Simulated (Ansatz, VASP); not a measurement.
**S: VASP beside Ansatz**

Contents of INCAR:

```
PREC     = Accurate       # precision mode
ENCUT    = 520            # plane-wave cutoff, eV
EDIFF    = 1E-7           # SCF threshold, eV
ISMEAR   = -1             # smearing method
SIGMA    = 0.05           # smearing width, eV
LREAL    = F              # projectors in reciprocal space
LASPH    = T              # aspherical terms in the spheres
NELM     = 80             # most SCF steps
ALGO     = Normal         # electronic algorithm
ISIF     = 2              # what is computed and relaxed
LWAVE    = F              # write WAVECAR
LCHARG   = F              # write CHGCAR
GGA      = CA             # functional
NBANDS   = 9              # bands
```

The input KPOINTS:

```
Automatic mesh
0
Gamma
  14 14 14
```

File POSCAR:

```
S
1.0
    0.0000000000      1.9943503400      1.9943503400
    1.9943503400      0.0000000000      1.9943503400
    1.9943503400      1.9943503400      0.0000000000
S
1
Direct
    0.0000000000      0.0000000000      0.0000000000
```

Input for Ansatz:

```yaml
crystal:
  lattice:
    - [0.0, 1.99435034, 1.99435034]
    - [1.99435034, 0.0, 1.99435034]
    - [1.99435034, 1.99435034, 0.0]
  atoms:
    - { symbol: S, position: [0.0, 0.0, 0.0] }
kpoints:
  mp_grid:
    grid: [14, 14, 14]
hamiltonian:
  xc: lda
  pseudopotentials:
    kind: paw
scf:
  occupations:
    method: fermi_dirac
    width: 0.05
output:
  forces: true
  stress: true
  eigenvalues: true
```

Alike in both runs: task single point; functional LDA; k mesh 14 × 14 × 14; occupations fermi-dirac, width 0.05 eV; no spin polarisation.

|  | VASP | Ansatz |
| --- | --- | --- |
| version | VASP 6.6.1 | Ansatz 0.2.0 |
| potentials or method | VASP PAW LDA potentials, release 64 (S) | plane waves, PAW |
| plane-wave cutoff (eV) | 520 | 420 |
| valence electrons in the cell | 6 | 6 |

VASP gave:

- gap on the k mesh at the Fermi level (eV): none
- pressure (GPa): -6.8

Problem. What did Ansatz give for the same quantities?

Solution. gap on the k mesh at the Fermi level (eV): none; pressure (GPa): -6.7.

LDA's correlation is that of Perdew and Zunger in VASP and of Perdew and Wang (1992) in Ansatz. A gap of «none» marks a metal or a gap that the smearing closes.
